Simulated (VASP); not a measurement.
# PbO2: single point with PBEsol

PbO2:

```
CELL_PARAMETERS angstrom
5.22214 0.00000 0.00000
0.00000 5.22214 0.00000
0.00000 0.00000 3.31944
ATOMIC_POSITIONS crystal
Pb 0.00000 0.00000 0.00000
Pb 0.50000 0.50000 0.50000
O 0.30836 0.30836 0.00000
O 0.19164 0.80836 0.50000
O 0.69164 0.69164 0.00000
O 0.80836 0.19164 0.50000
```

This cell differs from its parent crystal: biaxial strain in the a-b plane: +4.5 %.

```yaml
Program: VASP 6.6.1
Task: single point
Functional: PBEsol
Potentials_or_basis: VASP PAW PBE potentials, release 64 (Pb_d, O)
Cutoff: 520 eV
k_mesh: 8 × 8 × 10
Occupations: gaussian, width 0.1 eV
Spin: no spin polarisation
```

- Pressure: -4.8 GPa
- Largest force: 0.081 eV/Å

Forces on the atoms (eV/Å):
```
Pb   0.000  0.000  0.000
Pb   0.000  0.000  0.000
O    0.057  0.057  0.000
O   -0.057  0.057  0.000
O   -0.057 -0.057  0.000
O    0.057 -0.057  0.000
```

Stress tensor (GPa, compression positive):
```
-6.51  0.00  0.00
 0.00 -6.51  0.00
 0.00  0.00 -1.35
```

Levels at points of the mesh, in eV from the Fermi level:
```tsv
k point	band 22	band 23	band 24	band 25	band 26	band 27	band 28	band 29	band 30	band 31
(0.00, 0.00, 0.00)	-0.66	-0.66	-0.59	-0.59	-0.54	0.05	3.93	5.77	5.77	9.14
(0.50, 0.00, 0.00)	-1.37	-0.61	-0.61	-0.47	-0.47	1.88	1.88	6.44	6.44	8.72
(0.50, 0.50, 0.00)	-1.46	-0.62	-0.62	-0.57	-0.57	2.40	2.40	6.48	6.48	9.04
(0.00, 0.00, 0.50)	-1.94	-1.03	-1.03	-0.76	-0.76	3.22	3.22	8.10	8.10	8.99
(0.50, 0.00, 0.50)	-1.04	-0.77	-0.77	-0.43	-0.43	3.44	3.44	6.45	6.45	9.86
(0.50, 0.50, 0.50)	-1.92	-0.69	-0.69	-0.59	-0.59	2.39	2.39	7.76	7.76	8.93
```

It used 790 s of CPU time on 1 thread of AMD EPYC 7R13 Processor (Zen 3), on a shared host.

Caveat: the cell differs from its parent crystal (biaxial strain in the a-b plane: +4.5 %); the PAW data sets were made with another functional, which shifts forces and pressure a little; spin-orbit coupling is left out, which moves the levels of the heavy elements.
